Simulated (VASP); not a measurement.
# SiC (P6_3mc) in VASP: single point with r2SCAN

Aim: the single point of SiC with r2SCAN.

Program: VASP 6.6.1. These are calculated values, not measurements. Logs are shortened: lines on timing, memory, paths and dates and some standing lists are left out, and cuts for length are marked.

## (1) The cell of the first run

The structure is hexagonal, space group P6_3mc (No. 186). The conventional cell has a = 3.078 Å, b = 3.078 Å, c = 15.108 Å, α = 90.00°, β = 90.00°, γ = 120.00°. Si (site symmetry 3m) has 4 C at 1.89 Å within 2.5 Å. Within 2.5 Å of Si (site symmetry 3m) lie 4 C at 1.88 to 1.89 Å. Within 2.5 Å of Si (site symmetry 3m) lie 4 C at 1.88 to 1.89 Å. C (site symmetry 3m) has 4 Si at 1.88 to 1.89 Å within 2.5 Å. Within 2.5 Å of C (site symmetry 3m) lie 4 Si at 1.89 Å. Within 2.5 Å of C (site symmetry 3m) lie 4 Si at 1.88 to 1.89 Å.

## (2) Single point, r2SCAN

POSCAR reads:

```
SiC
1.0
    3.0783020530      0.0000000000      0.0000000000
   -1.5391510265      2.6658877784      0.0000000000
    0.0000000000      0.0000000000     15.1082815481
Si C
6 6
Direct
    0.0000000000      0.0000000000      0.1250314863
    0.0000000000      0.0000000000      0.6250314863
    0.3333333333      0.6666666667      0.2918150480
    0.6666666667      0.3333333333      0.7918150480
    0.3333333333      0.6666666667      0.9582966777
    0.6666666667      0.3333333333      0.4582966777
    0.0000000000      0.0000000000     -0.0003134798
    0.0000000000      0.0000000000      0.4996865202
    0.3333333333      0.6666666667      0.1668508892
    0.6666666667      0.3333333333      0.6668508892
    0.3333333333      0.6666666667      0.8333193785
    0.6666666667      0.3333333333      0.3333193785
```

INCAR.step1 reads:

```
  ALGO = Normal
  EDIFF = 1E-4
  ENCUT = 520
  GGA = PE
  ISMEAR = 0
  LASPH = True
  LCHARG = False
  LREAL = False
  LWAVE = True
  NBANDS = 36
  NELM = 100
  PREC = Accurate
  SIGMA = 0.02
```

INCAR.step2 reads:

```
  ALGO = Normal
  EDIFF = 1E-7
  ENCUT = 520
  ISIF = 2
  ISMEAR = 0
  ISTART = 1
  LASPH = True
  LCHARG = True
  LELF = True
  LMIXTAU = True
  LREAL = False
  LVHAR = True
  LWAVE = False
  METAGGA = R2SCAN
  NBANDS = 36
  NELM = 100
  PREC = Accurate
  SIGMA = 0.02
```

KPOINTS reads:

```
k-points
0
Gamma
  12 12 2
```

Potentials or basis: VASP PAW PBE potentials, release 64 (Si, C).

Started as:

```
$ cat potpaw_PBE.64/Si/POTCAR potpaw_PBE.64/C/POTCAR > POTCAR
$ cp INCAR.step1 INCAR
$ mpirun -np 1 vasp_std > vasp.out
$ cp INCAR.step2 INCAR
$ mpirun -np 1 vasp_std > vasp.out
```

OUTCAR:

```text
EDIFF = 1E-7
   ENCUT = 520
   ISIF = 2
   ISMEAR = 0
   ISTART = 1
   LASPH = True
   LREAL = False
   METAGGA = R2SCAN
   NELM = 100
   PREC = Accurate

 ion  position               nearest neighbor table
   1  0.000  0.000  0.125-   9 1.89   9 1.89   9 1.89   7 1.89   5 3.08   5 3.08   5 3.08   3 3.08
                             3 3.08   3 3.08
   2  0.000  0.000  0.625-  10 1.89  10 1.89  10 1.89   8 1.89   6 3.08   6 3.08   6 3.08   4 3.08
                             4 3.08   4 3.08
   3  0.333  0.667  0.292-  12 1.88  12 1.88  12 1.88   9 1.89   6 3.08   6 3.08   6 3.08   1 3.08
                             1 3.08   1 3.08
   4  0.667  0.333  0.792-  11 1.88  11 1.88  11 1.88  10 1.89   5 3.08   5 3.08   5 3.08   2 3.08
                             2 3.08   2 3.08
   5  0.333  0.667  0.958-   7 1.88   7 1.88   7 1.88  11 1.89   4 3.08   4 3.08   4 3.08   1 3.08
                             1 3.08   1 3.08
   6  0.667  0.333  0.458-   8 1.88   8 1.88   8 1.88  12 1.89   3 3.08   3 3.08   3 3.08   2 3.08
                             2 3.08   2 3.08
   7  0.000  0.000  1.000-   5 1.88   5 1.88   5 1.88   1 1.89
   8  0.000  0.000  0.500-   6 1.88   6 1.88   6 1.88   2 1.89
   9  0.333  0.667  0.167-   1 1.89   1 1.89   1 1.89   3 1.89
  10  0.667  0.333  0.667-   2 1.89   2 1.89   2 1.89   4 1.89
  11  0.333  0.667  0.833-   4 1.88   4 1.88   4 1.88   5 1.89
  12  0.667  0.333  0.333-   3 1.88   3 1.88   3 1.88   6 1.89

  LATTYP: Found a hexagonal cell.
 ALAT       =     3.0783020530
 C/A-ratio  =     4.9079919020

  Lattice vectors:

 A1 = (   3.0783020530,   0.0000000000,   0.0000000000)
 A2 = (  -1.5391510265,   2.6658877784,   0.0000000000)
 A3 = (   0.0000000000,   0.0000000000,  15.1082815481)

Analysis of symmetry for initial positions (statically):
=====================================================================
 Subroutine PRICEL returns:
 Original cell was already a primitive cell.

 Routine SETGRP: Setting up the symmetry group for a
 hexagonal supercell.

 Subroutine GETGRP returns: Found 12 space group operations
 (whereof  6 operations were pure point group operations)
 out of a pool of 24 trial point group operations.

The static configuration has the point symmetry C_3v.
 The point group associated with its full space group is C_6v.

Analysis of symmetry for dynamics (positions and initial velocities):
[... 140 lines left out ...]
   POTIM  = 0.5000    time-step for ionic-motion
   TEBEG  =    0.0;   TEEND  =   0.0 temperature during run
   PSTRESS=    0.0 pullay stress
   NELECT =      48.0000    total number of electrons
   NUPDOWN=      -1.0000    fix difference up-down
   EMIN   =  10.00;   EMAX   =-10.00  energy-range for DOS
   EFERMI =   0.00;   METHOD = LEGACY
   ISMEAR =     0;   SIGMA  =   0.02  broadening in eV -4-tet -1-fermi 0-gaus
   EFERMI_NEDOS =   21; number of points for ismear=-14 and -15
   IALGO  =     38    algorithm
   IMIX   =      4    mixing-type and parameters
     AMIX     =   0.40;   BMIX     =  1.00
     AMIX_MAG =   1.60;   BMIX_MAG =  1.00
  volume/ion in A,a.u.               =      10.33        69.72
  Fermi-wavevector in a.u.,A,eV,Ry     =   1.193161  2.254748 19.369718  1.423634
  Thomas-Fermi vector in A             =   2.329182
   LORBIT       =      0    0 simple, 1 ext, 2 COOP (PROOUT), +10 PAW based schemes
   METAGGA = R2SCAN    functional components
   LHFCALC =     F    Hartree Fock is set to
   AEXX    =    0.0000 exact exchange contribution
   IVDW    =     0    specifies the selected vdW correction
   LEPSILON=     F    determine dielectric tensor
   LRPA    =     F    only Hartree local field effects (RPA)
 non-spin polarized calculation
 Gauss-broadening in eV      SIGMA  =   0.02
  energy-cutoff  :      520.00
  volume of cell :      123.98
 maximum number of plane-waves:      3358
 NGX is ok and might be reduce to    24
   NGX = 11   NGY = 11   NGZ = 57

 number of electron      47.9999999 magnetization

 Free energy of the ion-electron system (eV)
  ---------------------------------------------------
  ext. energy  EPLUGINS =         0.00000000
  ---------------------------------------------------
  free energy    TOTEN  =      -115.96444883 eV

  energy without entropy =     -115.96444883  energy(sigma->0) =     -115.96444883

 E-fermi :   8.1500     XC(G=0): -11.9383

 val. band max:        8.0463874388   @ k =   0.0000   0.0000   0.0000
 cond. band min:      10.4439669586   @ k =   0.5000  -0.0000   0.0000
 fundamental gap:      2.3975795198
 Fermi energy:         8.1500100168

 k-point     1 :       0.0000    0.0000    0.0000
  band No.  band energies     occupation
      1      -8.2000      2.00000
      2      -7.6592      2.00000
      3      -7.6231      2.00000
      4      -6.0853      2.00000
      5      -6.0543      2.00000
      6      -4.5709      2.00000
[... 925 lines left out ...]
     35      16.5247      0.00000
     36      16.5247      0.00000

 [... further k-points ...]

------------------------ aborting loop because EDIFF is reached ----------------------------------------

  FORCE on cell =-STRESS in cart. coord.  units (eV):
  Direction    XX          YY          ZZ          XY          YZ          ZX
  --------------------------------------------------------------------------------------
  -------------------------------------------------------------------------------------
  Total       -0.1230005     -0.1230005     -0.1746424      0.0000000      0.0000000      0.0000000
  in kB       -1.5894584     -1.5894584     -2.2567944      0.0000000      0.0000000      0.0000000
  external PRESSURE =      -1.8119037 kB  Pullay stress =       0.0000000 kB

 VOLUME and BASIS-vectors are now :
 -----------------------------------------------------------------------------
  energy-cutoff  :      520.00
  volume of cell :      123.98
      direct lattice vectors                 reciprocal lattice vectors
     3.078302053  0.000000000  0.000000000     0.324854411  0.187554782  0.000000000
    -1.539151026  2.665887778  0.000000000     0.000000000  0.375109563  0.000000000
     0.000000000  0.000000000 15.108281548     0.000000000  0.000000000  0.066188864

 POSITION                                       TOTAL-FORCE (eV/Angst)
 -----------------------------------------------------------------------------------
      0.00000      0.00000      1.88901        -0.000000     -0.000000      0.003246
      0.00000      0.00000      9.44315         0.000000      0.000000      0.003246
     -0.00000      1.77726      4.40882         0.000000     -0.000000      0.000146
      1.53915      0.88863     11.96296        -0.000000      0.000000      0.000146
     -0.00000      1.77726     14.47822         0.000000     -0.000000      0.000872
      1.53915      0.88863      6.92408        -0.000000      0.000000      0.000872
      0.00000      0.00000     15.10355        -0.000000     -0.000000     -0.001112
      0.00000      0.00000      7.54940        -0.000000     -0.000000     -0.001112
     -0.00000      1.77726      2.52083         0.000000     -0.000000     -0.001880
      1.53915      0.88863     10.07497        -0.000000      0.000000     -0.001880
     -0.00000      1.77726     12.59002         0.000000     -0.000000     -0.001271
      1.53915      0.88863      5.03588        -0.000000      0.000000     -0.001271
 -----------------------------------------------------------------------------------
    total drift:                               -0.000000     -0.000000      0.000622

  FREE ENERGIE OF THE ION-ELECTRON SYSTEM (eV)
  ---------------------------------------------------
  free  energy   TOTEN  =      -115.9644488253 eV

  energy  without entropy=     -115.9644488253  energy(sigma->0) =     -115.96444883
```

OUTCAR.step1:

```text
EDIFF = 1E-4
   ENCUT = 520
   GGA = PE
   ISMEAR = 0
[... 1206 lines left out ...]
     -0.00000      1.77726      2.52083         0.000000      0.000000     -0.007009
      1.53915      0.88863     10.07497        -0.000000      0.000000     -0.007009
     -0.00000      1.77726     12.59002         0.000000      0.000000     -0.000347
      1.53915      0.88863      5.03588        -0.000000     -0.000000     -0.000347
 -----------------------------------------------------------------------------------
    total drift:                               -0.000000     -0.000000      0.000036

  FREE ENERGIE OF THE ION-ELECTRON SYSTEM (eV)
  ---------------------------------------------------
  free  energy   TOTEN  =       -90.3522072524 eV

  energy  without entropy=      -90.3522072524  energy(sigma->0) =      -90.35220725
```

OSZICAR.step1:

```text
N       E                     dE             d eps       ncg     rms          rms(c)
DAV:   1     0.121613394306E+03    0.12161E+03   -0.21830E+04  2736   0.121E+03
DAV:   2    -0.899369291486E+02   -0.21155E+03   -0.19855E+03  3576   0.207E+02
DAV:   3    -0.101328463863E+03   -0.11392E+02   -0.11312E+02  3600   0.458E+01
DAV:   4    -0.101497607647E+03   -0.16914E+00   -0.16880E+00  3504   0.641E+00
DAV:   5    -0.101501217349E+03   -0.36097E-02   -0.36067E-02  3496   0.889E-01    0.216E+01
DAV:   6    -0.906514851757E+02    0.10850E+02   -0.31926E+01  3400   0.209E+01    0.967E+00
DAV:   7    -0.904005962073E+02    0.25089E+00   -0.32312E+00  3592   0.682E+00    0.414E+00
DAV:   8    -0.903559916698E+02    0.44605E-01   -0.19915E-01  3284   0.178E+00    0.128E+00
DAV:   9    -0.903513811083E+02    0.46106E-02   -0.28902E-02  3440   0.784E-01    0.182E-01
DAV:  10    -0.903520583915E+02   -0.67728E-03   -0.22132E-03  3460   0.203E-01    0.953E-02
DAV:  11    -0.903522043566E+02   -0.14597E-03   -0.29366E-04  2848   0.963E-02    0.193E-02
DAV:  12    -0.903522072524E+02   -0.28957E-05   -0.26033E-05  1916   0.231E-02
   1 F= -.90352207E+02 E0= -.90352207E+02  d E =-.512048E-16
```

Run time: 16 min. Hardware: 1 thread of AMD EPYC 7R43 (Zen 3), shared host; peak memory 0.28 GiB.

What came out:

```
Free energy            : -115.9644 eV
Pressure               : -0.2 GPa
Largest force          : 0.003 eV/Å
Band gap on the k mesh : 2.40 eV (least direct gap 3.55 eV)
```

Forces on the atoms (eV/Å):
```
Si   0.000  0.000  0.003
Si   0.000  0.000  0.003
Si   0.000  0.000  0.000
Si   0.000  0.000  0.000
Si   0.000  0.000  0.001
Si   0.000  0.000  0.001
C    0.000  0.000 -0.001
C    0.000  0.000 -0.001
C    0.000  0.000 -0.002
C    0.000  0.000 -0.002
C    0.000  0.000 -0.001
C    0.000  0.000 -0.001
```

Levels at points of the mesh, in eV from the valence-band top:
| k point | band 20 | band 21 | band 22 | band 23 | band 24 | band 25 | band 26 | band 27 | band 28 | band 29 |
| --- | --- | --- | --- | --- | --- | --- | --- | --- | --- | --- |
| (0.00, 0.00, 0.00) | -0.32 | -0.32 | -0.04 | 0.00 | 0.00 | 5.76 | 5.94 | 6.34 | 6.86 | 6.91 |
| (0.50, 0.00, 0.00) | -2.34 | -1.90 | -1.87 | -1.72 | -1.16 | 2.40 | 2.61 | 3.67 | 4.35 | 5.10 |
| (0.00, 0.00, 0.50) | -0.67 | -0.10 | -0.10 | -0.10 | -0.10 | 5.83 | 5.83 | 6.58 | 6.58 | 7.29 |
| (0.50, 0.00, 0.50) | -2.46 | -1.79 | -1.79 | -1.37 | -1.37 | 2.46 | 2.46 | 3.89 | 3.89 | 5.35 |

Caveat: the PAW data sets were made with another functional, which shifts forces and pressure a little. A k mesh can miss the band edges.
